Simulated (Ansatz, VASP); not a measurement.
## Two plane-wave programs on TaSi

The input INCAR:

```
PREC = Accurate
ENCUT = 520
EDIFF = 1E-6
ISMEAR = -1
SIGMA = 0.05
LREAL = False
LASPH = True
NELM = 60
ALGO = Normal
ISIF = 2
LWAVE = False
LCHARG = False
GGA = PS
NBANDS = 14
```

The input KPOINTS:

```
Automatic mesh
0
Gamma
  14 14 14
```

Contents of POSCAR:

```
TaSi
1.0
    2.8387598148      0.0000000000      0.0000000000
    0.0000000000      2.8387598148      0.0000000000
    0.0000000000      0.0000000000      2.8387598148
Ta Si
1 1
Direct
    0.0000000000      0.0000000000      0.0000000000
    0.5000000000      0.5000000000      0.5000000000
```

Input for Ansatz:

```yaml
crystal:
  lattice:
    - [2.8387598148, 0.0, 0.0]
    - [0.0, 2.8387598148, 0.0]
    - [0.0, 0.0, 2.8387598148]
  atoms:
    - { symbol: Ta, position: [0.0, 0.0, 0.0] }
    - { symbol: Si, position: [0.5, 0.5, 0.5] }
kpoints:
  mp_grid: { grid: [14, 14, 14] }
scf:
  occupations: { method: fermi_dirac, width: 0.05 }
hamiltonian:
  xc: pbesol
  pseudopotentials: { kind: paw }
output:
  forces: true
  stress: true
  eigenvalues: true
  populations: true
```

Change from the starting cell: volume scaled by 0.75, PAW files.

Alike in both runs: task single point; functional PBEsol; k mesh 14 × 14 × 14; occupations fermi-dirac, width 0.05 eV; no spin polarisation.

|  | VASP | Ansatz |
| --- | --- | --- |
| version | VASP 6.6.1 | Ansatz 0.2.0 |
| potentials or method | VASP PAW PBE potentials, release 64 (Ta_pv, Si) | PAW with Ansatz's default frozen-core files, scalar-relativistic |
| plane-wave cutoff (eV) | 520 | 420 |
| valence electrons in the cell | 15 | 17 |

VASP gave:

| Item | Value |
| --- | --- |
| pressure (GPa) | 101.4 |

Task: Which values does Ansatz return?

Result: Pressure (GPa): 99.8.

VASP's potentials were made for PBE, not for PBEsol. Both programs put the cell under a high pressure, so it lies far from rest at this level. VASP's potentials hold 15 valence electrons a cell and Ansatz's 17, so a difference there can come from the potentials and not from the codes.

Spin-orbit coupling is off throughout. Noted on VASP's run: the cell as given lies far from equilibrium.
